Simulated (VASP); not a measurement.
# BN (F-43m) in VASP: a series of runs

The runs below take BN through single point, with PBE, PBEsol, r2SCAN.

Everything below comes from runs of VASP 6.6.1. Logs are shortened: lines on timing, memory, paths and dates and some standing lists are left out, and cuts for length are marked.

### 1 The cell of the first run

Symmetry: F-43m, No. 216, cubic system. Conventional cell: a = 3.746 Å, b = 3.746 Å, c = 3.746 Å, α = 90.00°, β = 90.00°, γ = 90.00°. B (site symmetry -43m) has 4 N at 1.62 Å within 2.2 Å. Within 2.2 Å of N (site symmetry -43m) lie 4 B at 1.62 Å.

### 2 Single point, PBE (strained)

File INCAR:

```
SYSTEM = BN
PREC = Accurate
ENCUT = 520
EDIFF = 1E-6
ISMEAR = 0
SIGMA = 0.02
LREAL = .False.
LASPH = .True.
NELM = 60
ALGO = Normal
ISIF = 2
LWAVE = .False.
LCHARG = .False.
GGA = PE
NBANDS = 11
```

File KPOINTS:

```
Automatic mesh
0
Gamma
  12 12 12
  0 0 0
```

File POSCAR:

```
BN
1.0
    0.0000000000      1.8728844230      1.8728844230
    1.8728844230      0.0000000000      1.8728844230
    1.8728844230      1.8728844230      0.0000000000
B N
1 1
Direct
    0.0000000000      0.0000000000      0.0000000000
    0.7500000000      0.7500000000      0.7500000000
```

Potentials or basis: VASP PAW PBE potentials, release 64 (B, N).

Started as:

```bash
$ cat potpaw_PBE.64/B/POTCAR potpaw_PBE.64/N/POTCAR > POTCAR
$ mpirun -np 1 vasp_std > vasp.out
```

OUTCAR:

```text
SYSTEM = BN
   PREC = Accurate
   ENCUT = 520
   EDIFF = 1E-6
   ISMEAR = 0
   LREAL = .False.
   LASPH = .True.
   NELM = 60
   ISIF = 2
   GGA = PE

 ion  position               nearest neighbor table
   1  0.000  0.000  0.000-   2 1.62   2 1.62   2 1.62   2 1.62
   2  0.750  0.750  0.750-   1 1.62   1 1.62   1 1.62   1 1.62

  LATTYP: Found a face centered cubic cell.
 ALAT       =     3.7457688460

  Lattice vectors:

 A1 = (   0.0000000000,   1.8728844230,   1.8728844230)
 A2 = (   1.8728844230,   0.0000000000,   1.8728844230)
 A3 = (   1.8728844230,   1.8728844230,   0.0000000000)

Analysis of symmetry for initial positions (statically):
=====================================================================
 Subroutine PRICEL returns:
 Original cell was already a primitive cell.

 Routine SETGRP: Setting up the symmetry group for a
 face centered cubic supercell.

 Subroutine GETGRP returns: Found 24 space group operations
 (whereof 24 operations were pure point group operations)
 out of a pool of 48 trial point group operations.

The static configuration has the point symmetry T_d .

Analysis of symmetry for dynamics (positions and initial velocities):
=====================================================================
 Subroutine PRICEL returns:
 Original cell was already a primitive cell.

 Routine SETGRP: Setting up the symmetry group for a
 face centered cubic supercell.

 Subroutine GETGRP returns: Found 24 space group operations
 (whereof 24 operations were pure point group operations)
 out of a pool of 48 trial point group operations.

The dynamic configuration has the point symmetry T_d .

 Subroutine INISYM returns: Found 24 space group operations
 (whereof 24 operations are pure point group operations),
 and found     1 'primitive' translations

----------------------------------------------------------------------------------------

                                     Primitive cell

  volume of cell :      13.1390

  direct lattice vectors                    reciprocal lattice vectors
     0.000000000  1.872884423  1.872884423    -0.266967889  0.266967889  0.266967889
     1.872884423  0.000000000  1.872884423     0.266967889 -0.266967889  0.266967889
     1.872884423  1.872884423  0.000000000     0.266967889  0.266967889 -0.266967889

  length of vectors
     2.648658552  2.648658552  2.648658552     0.462401947  0.462401947  0.462401947

  position of ions in fractional coordinates (direct lattice)
     0.000000000  0.000000000  0.000000000
     0.750000000  0.750000000  0.750000000

  ion indices of the primitive-cell ions
   primitive index   ion index
                 1           1
                 2           2

----------------------------------------------------------------------------------------

 KPOINTS: Automatic mesh

Automatic generation of k-mesh.
 Grid dimensions read from file:
 generate k-points for:   12   12   12

 Generating k-lattice:

  Cartesian coordinates                     Fractional coordinates (reciprocal lattice)
    -0.022247324  0.022247324  0.022247324     0.083333333  0.000000000  0.000000000
     0.022247324 -0.022247324  0.022247324     0.000000000  0.083333333  0.000000000
     0.022247324  0.022247324 -0.022247324     0.000000000  0.000000000  0.083333333

  Length of vectors
     0.038533496  0.038533496  0.038533496

  Shift w.r.t. Gamma in fractional coordinates (k-lattice)
     0.000000000  0.000000000  0.000000000

 Subroutine IBZKPT returns following result:
 ===========================================

 Found     72 irreducible k-points:

 Following reciprocal coordinates:
            Coordinates               Weight
  0.000000  0.000000  0.000000      1.000000
  0.083333  0.000000  0.000000      8.000000
  0.166667  0.000000  0.000000      8.000000
  0.250000  0.000000  0.000000      8.000000
  0.333333  0.000000  0.000000      8.000000
  0.416667  0.000000  0.000000      8.000000
[... 16 lines left out ...]
  0.500000  0.166667  0.000000     24.000000
 -0.416667  0.166667  0.000000     24.000000
 [... further k-points ...]
   k-points           NKPTS =     72   k-points in BZ     NKDIM =     72   number of bands    NBANDS=     11
   number of dos      NEDOS =    301   number of ions     NIONS =      2
   total plane-waves  NPLWV =   8000
   dimension x,y,z NGX =    20 NGY =   20 NGZ =   20
   dimension x,y,z NGXF=    40 NGYF=   40 NGZF=   40
   ions per type =               1   1
   NGX,Y,Z   is equivalent  to a cutoff of  12.55, 12.55, 12.55 a.u.
   NGXF,Y,Z  is equivalent  to a cutoff of  25.11, 25.11, 25.11 a.u.
 SYSTEM =  BN
   PREC   = accura    normal or accurate (medium, high low for compatibility)
   ISTART =      0    job   : 0-new  1-cont  2-samecut
   ICHARG =      2    charge: 1-file 2-atom 10-const
   ISPIN  =      1    spin polarized calculation?
   LNONCOLLINEAR =      F non collinear calculations
   LSORBIT =      F    spin-orbit coupling
   LASPH  =      T    aspherical Exc in radial PAW
   ENCUT  =  520.0 eV  38.22 Ry    6.18 a.u.   4.92  4.92  4.92*2*pi/ulx,y,z
   NELM   =     60;   NELMIN=  2; NELMDL= -5     # of ELM steps
   EDIFF  = 0.1E-05   stopping-criterion for ELM
   LREAL  =      F    real-space projection
   EDIFFG = 0.1E-04   stopping-criterion for IOM
   NSW    =      0    number of steps for IOM
   IBRION =     -1    ionic relax: 0-MD 1-quasi-New 2-CG
   NFREE  =      0    steps in history (QN), initial steepest desc. (CG)
   ISIF   =      2    stress and relaxation
   ISYM   =      2    0-nonsym 1-usesym 2-fastsym
   POTIM  = 0.5000    time-step for ionic-motion
   TEBEG  =    0.0;   TEEND  =   0.0 temperature during run
   PSTRESS=    0.0 pullay stress
   NELECT =       8.0000    total number of electrons
   NUPDOWN=      -1.0000    fix difference up-down
   EMIN   =  10.00;   EMAX   =-10.00  energy-range for DOS
   EFERMI =   0.00;   METHOD = LEGACY
   ISMEAR =     0;   SIGMA  =   0.02  broadening in eV -4-tet -1-fermi 0-gaus
   EFERMI_NEDOS =   21; number of points for ismear=-14 and -15
   IALGO  =     38    algorithm
   IMIX   =      4    mixing-type and parameters
     AMIX     =   0.40;   BMIX     =  1.00
     AMIX_MAG =   1.60;   BMIX_MAG =  1.00
  volume/ion in A,a.u.               =       6.57        44.33
  Fermi-wavevector in a.u.,A,eV,Ry     =   1.387556  2.622101 26.195455  1.925312
  Thomas-Fermi vector in A             =   2.511766
   LORBIT       =      0    0 simple, 1 ext, 2 COOP (PROOUT), +10 PAW based schemes
   GGA     = PE    functional components
   LHFCALC =     F    Hartree Fock is set to
   AEXX    =    0.0000 exact exchange contribution
   IVDW    =     0    specifies the selected vdW correction
   LEPSILON=     F    determine dielectric tensor
   LRPA    =     F    only Hartree local field effects (RPA)
 non-spin polarized calculation
 Gauss-broadening in eV      SIGMA  =   0.02
  energy-cutoff  :      520.00
  volume of cell :       13.14
 maximum number of plane-waves:       366
   NGX =  9   NGY =  9   NGZ =  9

 number of electron       8.0000002 magnetization

 Free energy of the ion-electron system (eV)
  ---------------------------------------------------
  ext. energy  EPLUGINS =         0.00000000
  ---------------------------------------------------
  free energy    TOTEN  =       -17.32691950 eV

  energy without entropy =      -17.32691950  energy(sigma->0) =      -17.32691950

 E-fermi :   6.2425     XC(G=0): -12.3031

 val. band max:        6.1456055524   @ k =   0.0000   0.0000   0.0000
 cond. band min:      10.4840512156   @ k =   0.5000   0.5000   0.0000
 fundamental gap:      4.3384456632
 Fermi energy:         6.2424715559

 k-point     1 :       0.0000    0.0000    0.0000
  band No.  band energies     occupation
      1     -12.9237      2.00000
      2       6.1456      2.00000
      3       6.1456      2.00000
      4       6.1456      2.00000
      5      14.4598      0.00000
      6      14.4598      0.00000
      7      14.4598      0.00000
      8      14.8157      0.00000
      9      28.9565      0.00000
     10      32.6491      0.00000
     11      32.6491      0.00000

 k-point     2 :       0.0833    0.0000    0.0000
  band No.  band energies     occupation
      1     -12.7691      2.00000
      2       5.2909      2.00000
      3       5.9851      2.00000
      4       5.9851      2.00000
      5      14.4421      0.00000
      6      14.7029      0.00000
      7      14.7029      0.00000
      8      15.5472      0.00000
      9      28.9345      0.00000
     10      30.6186      0.00000
     11      30.6186      0.00000

 k-point     3 :       0.1667    0.0000    0.0000
  band No.  band energies     occupation
      1     -12.3124      2.00000
      2       3.3400      2.00000
      3       5.5922      2.00000
      4       5.5922      2.00000
      5      14.5358      0.00000
      6      15.2739      0.00000
      7      15.2739      0.00000
      8      16.9692      0.00000
      9      28.7115      0.00000
     10      29.1764      0.00000
     11      29.1764      0.00000

 k-point     4 :       0.2500    0.0000    0.0000
  band No.  band energies     occupation
      1     -11.5793      2.00000
      2       1.0666      2.00000
      3       5.1348      2.00000
      4       5.1348      2.00000
      5      14.6792      0.00000
      6      15.8385      0.00000
      7      15.8385      0.00000
      8      18.3654      0.00000
      9      28.2729      0.00000
     10      28.7627      0.00000
     11      28.7627      0.00000

 k-point     5 :       0.3333    0.0000    0.0000
  band No.  band energies     occupation
      1     -10.6370      2.00000
      2      -1.1140      2.00000
      3       4.7422      2.00000
      4       4.7422      2.00000
      5      14.8163      0.00000
      6      16.1589      0.00000
      7      16.1589      0.00000
      8      19.4377      0.00000
      9      27.9924      0.00000
     10      29.4059      0.00000
     11      29.4059      0.00000
[... 211 lines left out ...]
 k-point    21 :       0.3333    0.1667    0.0000
  band No.  band energies     occupation
      1     -10.7807      2.00000
      2       0.4887      2.00000
      3       3.6701      2.00000
      4       3.8481      2.00000
      5      13.7116      0.00000
      6      17.0852      0.00000
      7      18.0200      0.00000
      8      18.1075      0.00000
      9      24.5002      0.00000
     10      30.6136      0.00000
     11      32.8882      0.00000

 k-point    22 :       0.4167    0.1667    0.0000
  band No.  band energies     occupation
      1      -9.8405      2.00000
      2      -1.3931      2.00000
      3       3.2557      2.00000
      4       3.5000      2.00000
      5      14.1054      0.00000
      6      17.2957      0.00000
      7      18.1354      0.00000
      8      18.8728      0.00000
      9      25.3044      0.00000
     10      30.4110      0.00000
     11      33.0026      0.00000

 k-point    23 :       0.5000    0.1667    0.0000
  band No.  band energies     occupation
      1      -9.0194      2.00000
      2      -2.7536      2.00000
      3       2.7247      2.00000
      4       3.5613      2.00000
      5      14.4576      0.00000
      6      17.2283      0.00000
      7      17.9450      0.00000
      8      19.9890      0.00000
      9      25.6656      0.00000
     10      30.5318      0.00000
     11      32.2133      0.00000

 k-point    24 :      -0.4167    0.1667    0.0000
  band No.  band energies     occupation
      1      -8.8693      2.00000
      2      -2.9789      2.00000
      3       2.3649      2.00000
      4       3.8414      2.00000
      5      14.8754      0.00000
      6      17.0911      0.00000
      7      17.5933      0.00000
      8      20.4850      0.00000
      9      25.9422      0.00000
     10      30.2174      0.00000
     11      30.7813      0.00000

 [... further k-points ...]
[... 5 lines left out ...]
  --------------------------------------------------------------------------------------
  -------------------------------------------------------------------------------------
  Total       -2.5024370     -2.5024370     -2.5024370     -0.0000000     -0.0000000      0.0000000
  in kB     -305.1482001   -305.1482001   -305.1482001     -0.0000000     -0.0000000      0.0000000
  external PRESSURE =    -305.1482001 kB  Pullay stress =       0.0000000 kB

 VOLUME and BASIS-vectors are now :
 -----------------------------------------------------------------------------
  energy-cutoff  :      520.00
  volume of cell :       13.14
      direct lattice vectors                 reciprocal lattice vectors
     0.000000000  1.872884423  1.872884423    -0.266967889  0.266967889  0.266967889
     1.872884423  0.000000000  1.872884423     0.266967889 -0.266967889  0.266967889
     1.872884423  1.872884423  0.000000000     0.266967889  0.266967889 -0.266967889

 POSITION                                       TOTAL-FORCE (eV/Angst)
 -----------------------------------------------------------------------------------
      0.00000      0.00000      0.00000        -0.000000     -0.000000     -0.000000
      2.80933      2.80933      2.80933         0.000000      0.000000      0.000000
 -----------------------------------------------------------------------------------
    total drift:                                0.000000      0.000000     -0.000000

  FREE ENERGIE OF THE ION-ELECTRON SYSTEM (eV)
  ---------------------------------------------------
  free  energy   TOTEN  =       -17.3269195017 eV

  energy  without entropy=      -17.3269195017  energy(sigma->0) =      -17.32691950
```

Run time: 23 s. Hardware: 1 thread of AMD EPYC 7R13, shared host; peak memory 0.09 GiB.

What came out:

* Free energy: -17.3269 eV
* Pressure: -30.5 GPa
* Band gap on the k mesh: 4.34 eV, indirect (least direct gap 8.31 eV)

Caveat: the cell differs from its parent crystal (strained). A k mesh can miss the band edges.

(Part 1 of 2 ends here.)
